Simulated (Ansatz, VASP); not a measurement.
Ca2BiRh2: VASP beside Ansatz

```
CELL_PARAMETERS angstrom
0.00000 4.13558 0.00000
4.13558 0.00000 0.00000
2.06779 2.06779 -6.60354
ATOMIC_POSITIONS crystal
Rh 0.25000 0.75000 0.50000
Rh 0.75000 0.25000 0.50000
Ca 0.34400 0.34400 0.31200
Ca 0.65600 0.65600 0.68800
Bi 0.00000 0.00000 0.00000
```

Alike in both runs: task single point; functional PBE; k mesh 9 × 9 × 9; no spin polarisation.

|  | VASP | Ansatz |
| --- | --- | --- |
| version | VASP 6.6.1 | Ansatz 0.2.0 |
| potentials or method | VASP PAW PBE potentials, release 64 (Rh_pv, Ca_sv, Bi_d), cutoff 500 eV | PAW plane waves |
| occupations | fermi-dirac, width 0.1 eV | fermi-dirac |
| valence electrons in the cell | 65 | 69 |

```tsv
	VASP	Ansatz	Ansatz less VASP
pressure (GPa)	15.5	14.9	-0.61
traceless stress, the component that is largest in VASP (GPa)	-3.41	-3.26	+0.155
rms of the force components (eV/Å)	1.733	1.684	-0.0495
```

Atom by atom the forces differ by 0.050 eV/Å (rms over components). VASP's potentials hold 65 valence electrons a cell and Ansatz's 69, so a difference there can come from the potentials and not from the codes.

Neither program's run includes spin-orbit coupling.
